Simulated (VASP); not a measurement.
Ge: single point with PBE+D3(BJ)

Crystal: Ge.

```xyz
2
Lattice="4.3767 0.0000 0.0000 -2.1884 3.7903 0.0000 0.0000 0.0000 2.7463" Properties=species:S:1:pos:R:3 pbc="T T T"
Ge    0.0000    2.5269    0.0000
Ge    2.1884    1.2634    0.0000
```

This isn't the form of Ge at room conditions, which is diamond.

```yaml
Program: VASP 6.6.1
Task: single point
Functional: PBE
Dispersion: D3(BJ)
Potentials_or_basis: VASP PAW PBE potentials, release 64 (Ge_d)
Cutoff: 520 eV
k_mesh: 12 × 12 × 16
Occupations: gaussian, width 0.1 eV
Spin: no spin polarisation
Dipole_correction: no
Further_INCAR_settings: ALGO = Normal; EDIFF = 1e-06; NBANDS = 21
```

```json
{"Pressure": "0.1 GPa", "Band gap on the k mesh": "zero (bands 14 and 15 overlap by 4.97 eV)", "Dispersion energy per atom": "-0.289 eV"}
```

Levels at points of the mesh, in eV from the Fermi level:
```
           k point  band 10  band 11  band 12  band 13  band 14  band 15  band 16  band 17  band 18  band 19
(0.00, 0.00, 0.00)   -24.37   -12.43    -4.57    -2.50    -2.50     1.77     1.77     5.54     6.31    10.55
(0.50, 0.00, 0.00)   -24.32   -10.82    -9.13    -3.69    -1.31     5.94     6.63     7.56     7.73     9.35
(0.00, 0.00, 0.50)   -24.30    -8.91    -5.29    -0.24     0.14     0.14     0.75     4.88     4.88     6.89
(0.50, 0.00, 0.50)   -24.30    -7.31    -5.64    -3.80    -2.21    -0.96     2.36     5.49     5.53     9.34
```

It took 4.1 min on 1 thread of AMD EPYC 7R13, on a shared host, peak memory 0.23 GiB.
